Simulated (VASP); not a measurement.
A run of VASP 6.6.1 is set up as follows.

Contents of INCAR:

```
ALGO = Normal
EDIFF = 1E-6
ENCUT = 520
GGA = PE
ISIF = 2
ISMEAR = -1
LASPH = True
LCHARG = False
LREAL = False
LWAVE = False
NBANDS = 17
NELM = 100
PREC = Accurate
SIGMA = 0.05
```

The input KPOINTS:

```
k-points
0
Gamma
  14 14 14
```

POSCAR

```
Hf
1.0
   -2.1233267758      2.1233267758      1.1634150560
    2.1233267758     -2.1233267758      1.1634150560
    2.1233267758      2.1233267758     -1.1634150560
Hf
2
Direct
   -0.3750000000     -0.1250000000     -0.2500000000
    0.3750000000      0.1250000000      0.2500000000
```

Potentials or basis: VASP PAW PBE potentials, release 64 (Hf_pv).

Command:

```sh
$ cat potpaw_PBE.64/Hf_pv/POTCAR > POTCAR
$ mpirun -np 1 vasp_std > vasp.out
```

(1) Predict the band gap on the k mesh.

(2) Predict the pressure.

## Answers

(1) zero (band 10 reaches 12.70 eV, above the bottom of band 11 at 8.87 eV).

(2) 316.9 GPa.

Caveat: spin-orbit coupling is left out, which moves the levels of the heavy elements.
